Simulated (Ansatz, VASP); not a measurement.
W: VASP beside Ansatz

```
W
1.0
    -1.57708    1.57708    1.57708
     1.57708   -1.57708    1.57708
     1.57708    1.57708   -1.57708
W
1
Direct
  0.00000 0.00000 0.00000
```

Alike in both runs: functional PBEsol; k mesh 24 × 24 × 24; occupations gaussian, width 0.1 eV; no spin polarisation.

Ansatz relaxed the structure, and its values are those at the end. VASP's run is a single point on that final structure, the one shown.

|  | VASP | Ansatz |
| --- | --- | --- |
| version | VASP 6.6.1 | Ansatz 0.2.0 |
| potentials or method | VASP PAW PBE potentials, release 64 (W_sv), cutoff 520 eV | scalar-relativistic, plane waves, PAW |
| valence electrons in the cell | 14 | 14 |

```csv
,VASP,Ansatz,Ansatz less VASP
gap on the k mesh at the Fermi level (eV),none,none,-
pressure (GPa),0.6,0.0,-0.63
```

VASP's potentials were made for PBE, not for PBEsol. A gap of «none» marks a metal or a gap that the smearing closes.

Neither program's run includes spin-orbit coupling.
